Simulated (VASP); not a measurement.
# Ag (Fm-3m) in VASP: further runs, part 2 of 2

VASP 6.6.1. Earlier steps stand in the parts before.

## 3. Single point, LDA

This run uses another cell than the first one, of 16.02 Å³/atom, 0.906 times its volume.

INCAR reads:

```
SYSTEM = Ag
  PREC = Accurate
  ENCUT = 520
  EDIFF = 1E-7
  ISMEAR = 0
  SIGMA = 0.1
  LREAL = .FALSE.
  LASPH = .TRUE.
  NELM = 60
  ALGO = Normal
  ISIF = 2
  LWAVE = .FALSE.
  LCHARG = .FALSE.
  GGA = CA
  NBANDS = 12
```

KPOINTS reads:

```
Automatic mesh
0
G
  16 16 16
  0 0 0
```

POSCAR reads:

```
Ag
1.0
    0.0000000000      2.0009086904      2.0009086904
    2.0009086904      0.0000000000      2.0009086904
    2.0009086904      2.0009086904      0.0000000000
Ag
1
Direct
    0.0000000000      0.0000000000      0.0000000000
```

Potentials or basis: VASP PAW LDA potentials, release 64 (Ag).

Started as:

```bash
cat potpaw_LDA.64/Ag/POTCAR > POTCAR
mpirun -np 1 vasp_std > vasp.out
```

OUTCAR:

```text
SYSTEM = Ag
   PREC = Accurate
   ENCUT = 520
   EDIFF = 1E-7
   ISMEAR = 0
   LREAL = .FALSE.
   LASPH = .TRUE.
   NELM = 60
   ISIF = 2
   GGA = CA

 ion  position               nearest neighbor table
   1  0.000  0.000  0.000-

  LATTYP: Found a face centered cubic cell.
 ALAT       =     4.0018173808

  Lattice vectors:

 A1 = (   0.0000000000,   2.0009086904,   2.0009086904)
 A2 = (   2.0009086904,   0.0000000000,   2.0009086904)
 A3 = (   2.0009086904,   2.0009086904,   0.0000000000)

Analysis of symmetry for initial positions (statically):
[... 531 lines left out ...]
      6       5.2421      2.00000
      7      25.2805      0.00000
      8      27.1131      0.00000
      9      28.5299      0.00000
     10      29.7063      0.00000
     11      33.5003      0.00000
     12      35.4160      0.00000

 [... further k-points ...]
[... 5 lines left out ...]
  --------------------------------------------------------------------------------------
  -------------------------------------------------------------------------------------
  Total        0.0077812      0.0077812      0.0077812     -0.0000000     -0.0000000      0.0000000
  in kB        0.7781214      0.7781214      0.7781214     -0.0000000     -0.0000000      0.0000000
  external PRESSURE =       0.7781214 kB  Pullay stress =       0.0000000 kB

 VOLUME and BASIS-vectors are now :
 -----------------------------------------------------------------------------
  energy-cutoff  :      520.00
  volume of cell :       16.02
      direct lattice vectors                 reciprocal lattice vectors
     0.000000000  2.000908690  2.000908690    -0.249886465  0.249886465  0.249886465
     2.000908690  0.000000000  2.000908690     0.249886465 -0.249886465  0.249886465
     2.000908690  2.000908690  0.000000000     0.249886465  0.249886465 -0.249886465

 POSITION                                       TOTAL-FORCE (eV/Angst)
 -----------------------------------------------------------------------------------
      0.00000      0.00000      0.00000        -0.000000      0.000000      0.000000
 -----------------------------------------------------------------------------------
    total drift:                               -0.000000     -0.000000      0.000000

  FREE ENERGIE OF THE ION-ELECTRON SYSTEM (eV)
  ---------------------------------------------------
  free  energy   TOTEN  =        -3.7837752476 eV

  energy  without entropy=       -3.7821589941  energy(sigma->0) =       -3.78296712
```

OSZICAR:

```text
N       E                     dE             d eps       ncg     rms          rms(c)
DAV:   1     0.506061828190E+02    0.50606E+02   -0.55087E+03  3520   0.838E+02
DAV:   2    -0.328083618664E+01   -0.53887E+02   -0.51177E+02  4052   0.195E+02
DAV:   3    -0.411219973000E+01   -0.83136E+00   -0.83107E+00  4104   0.255E+01
DAV:   4    -0.411469237575E+01   -0.24926E-02   -0.24926E-02  4068   0.146E+00
DAV:   5    -0.411471105920E+01   -0.18683E-04   -0.18684E-04  4132   0.113E-01    0.649E+00
DAV:   6    -0.380244722000E+01    0.31226E+00   -0.11996E+00  3796   0.980E+00    0.394E+00
DAV:   7    -0.378886488383E+01    0.13582E-01   -0.12358E-02  3988   0.102E+00    0.215E+00
DAV:   8    -0.378376309079E+01    0.51018E-02   -0.98514E-04  3964   0.269E-01    0.101E-01
DAV:   9    -0.378377644376E+01   -0.13353E-04   -0.71766E-06  4052   0.214E-02    0.189E-02
DAV:  10    -0.378377527516E+01    0.11686E-05   -0.20452E-06  4056   0.113E-02    0.422E-03
DAV:  11    -0.378377524757E+01    0.27593E-07   -0.39814E-08  2648   0.156E-03
   1 F= -.37837752E+01 E0= -.37829671E+01  d E =-.161625E-02
```

Run time: 50 s. Hardware: 1 thread of AMD EPYC 7R13, shared host; peak memory 0.12 GiB.

Results:

- Free energy: -3.7838 eV
- Pressure: 0.1 GPa

## 4. Single point, LDA

This run uses another cell than the first one, of 16.03 Å³/atom, 0.907 times its volume.

INCAR reads:

```
SYSTEM = Ag
  PREC = Accurate
  ENCUT = 520
  EDIFF = 1E-6
  ISMEAR = -1
  SIGMA = 0.15
  LREAL = .FALSE.
  LASPH = .TRUE.
  NELM = 80
  ALGO = Normal
  ISIF = 2
  LWAVE = .FALSE.
  LCHARG = .FALSE.
  GGA = CA
  NBANDS = 12
```

KPOINTS is that of step 3.

POSCAR reads:

```
Ag
1.0
    0.0000000000      2.0011763305      2.0011763305
    2.0011763305      0.0000000000      2.0011763305
    2.0011763305      2.0011763305      0.0000000000
Ag
1
Direct
    0.0000000000      0.0000000000      0.0000000000
```

Potentials or basis: VASP PAW LDA potentials, release 64 (Ag).

Started as:

```bash
cat potpaw_LDA.64/Ag/POTCAR > POTCAR
mpirun -np 1 vasp_std > vasp.out
```

OUTCAR:

```text
SYSTEM = Ag
   PREC = Accurate
   ENCUT = 520
   EDIFF = 1E-6
   ISMEAR = -1
   LREAL = .FALSE.
   LASPH = .TRUE.
   NELM = 80
   ISIF = 2
   GGA = CA

 ion  position               nearest neighbor table
   1  0.000  0.000  0.000-

  LATTYP: Found a face centered cubic cell.
 ALAT       =     4.0023526610

  Lattice vectors:

 A1 = (   0.0000000000,   2.0011763305,   2.0011763305)
 A2 = (   2.0011763305,   0.0000000000,   2.0011763305)
 A3 = (   2.0011763305,   2.0011763305,   0.0000000000)

Analysis of symmetry for initial positions (statically):
=====================================================================
 Subroutine PRICEL returns:
 Original cell was already a primitive cell.

 Routine SETGRP: Setting up the symmetry group for a
 face centered cubic supercell.

 Subroutine GETGRP returns: Found 48 space group operations
 (whereof 48 operations were pure point group operations)
 out of a pool of 48 trial point group operations.

The static configuration has the point symmetry O_h .

Analysis of symmetry for dynamics (positions and initial velocities):
=====================================================================
 Subroutine PRICEL returns:
[... 160 lines left out ...]
 Fermi energy:         9.0399636345

 k-point     1 :       0.0000    0.0000    0.0000
  band No.  band energies     occupation
      1       0.7527      2.00000
      2       4.0383      2.00000
      3       4.0383      2.00000
      4       4.0383      2.00000
      5       5.2140      2.00000
      6       5.2140      2.00000
      7      25.1829      0.00000
      8      29.0580      0.00000
      9      29.0580      0.00000
     10      29.0580      0.00000
     11      34.2355      0.00000
     12      35.6539      0.00000
[... 331 lines left out ...]
 k-point    24 :      -0.0625    0.0625    0.0000
  band No.  band energies     occupation
      1       1.0906      2.00000
      2       3.9392      2.00000
      3       4.1280      2.00000
      4       4.1593      2.00000
      5       5.1225      2.00000
      6       5.2361      2.00000
      7      25.2733      0.00000
      8      27.1039      0.00000
      9      28.5203      0.00000
     10      29.6969      0.00000
     11      33.4885      0.00000
     12      35.4042      0.00000

 [... further k-points ...]
[... 5 lines left out ...]
  --------------------------------------------------------------------------------------
  -------------------------------------------------------------------------------------
  Total        0.0082022      0.0082022      0.0082022      0.0000000     -0.0000000     -0.0000000
  in kB        0.8198893      0.8198893      0.8198893      0.0000000     -0.0000000     -0.0000000
  external PRESSURE =       0.8198893 kB  Pullay stress =       0.0000000 kB

 VOLUME and BASIS-vectors are now :
 -----------------------------------------------------------------------------
  energy-cutoff  :      520.00
  volume of cell :       16.03
      direct lattice vectors                 reciprocal lattice vectors
     0.000000000  2.001176330  2.001176330    -0.249853045  0.249853045  0.249853045
     2.001176330  0.000000000  2.001176330     0.249853045 -0.249853045  0.249853045
     2.001176330  2.001176330  0.000000000     0.249853045  0.249853045 -0.249853045

 POSITION                                       TOTAL-FORCE (eV/Angst)
 -----------------------------------------------------------------------------------
      0.00000      0.00000      0.00000         0.000000     -0.000000      0.000000
 -----------------------------------------------------------------------------------
    total drift:                                0.000000     -0.000000      0.000000

  FREE ENERGIE OF THE ION-ELECTRON SYSTEM (eV)
  ---------------------------------------------------
  free  energy   TOTEN  =        -3.7922384684 eV

  energy  without entropy=       -3.7739785405  energy(sigma->0) =       -3.78310850
```

stdout:

```text
POSCAR found type information on POSCAR Ag
 POSCAR found :  1 types and       1 ions
 scaLAPACK will be used
 LDA part: xc-table for (Slater(with rela. corr.)+CA(PZ))
 , standard interpolation
 POSCAR, INCAR and KPOINTS ok, starting setup
 FFT: planning ... GRIDC
 FFT: planning ... GRID_SOFT
 FFT: planning ... GRID
 WAVECAR not read
 entering main loop
```

Wall time 57 s (1 thread of AMD EPYC 7R13, shared host); peak memory 0.12 GiB.

Results:

```
Free energy : -3.7922 eV
Pressure    : 0.1 GPa
```

Levels at points of the mesh, in eV from the Fermi level:
```tsv
k point	band 3	band 4	band 5	band 6	band 7	band 8	band 9	band 10
(0.00, 0.00, 0.00)	-5.00	-5.00	-3.83	-3.83	16.14	20.02	20.02	20.02
(0.50, 0.00, 0.00)	-5.03	-2.93	-2.93	-0.60	3.94	15.41	18.37	18.37
(0.50, 0.50, 0.00)	-2.96	-2.70	-2.70	1.49	7.22	10.88	10.88	18.02
```

## 5. Summary

```csv
cell,k mesh,smearing,gap on the mesh (eV),pressure (GPa)
"a = 2.924 Å, angles 60.0°, 1 atom",8 × 8 × 8,gaussian 0.1 eV,none,-9.7
"a = 2.830 Å, angles 60.0°, 1 atom",16 × 16 × 16,gaussian 0.1 eV,none,0.1
"a = 2.830 Å, angles 60.0°, 1 atom",16 × 16 × 16,fermi-dirac 0.15 eV,none,0.1
```

Alike in all rows: task single point; level LDA; potentials or basis VASP PAW LDA potentials, release 64 (Ag); no spin polarisation; cutoff (eV) 520.

Total energies depend on the potentials used, so only differences within one code and one set of settings carry meaning.
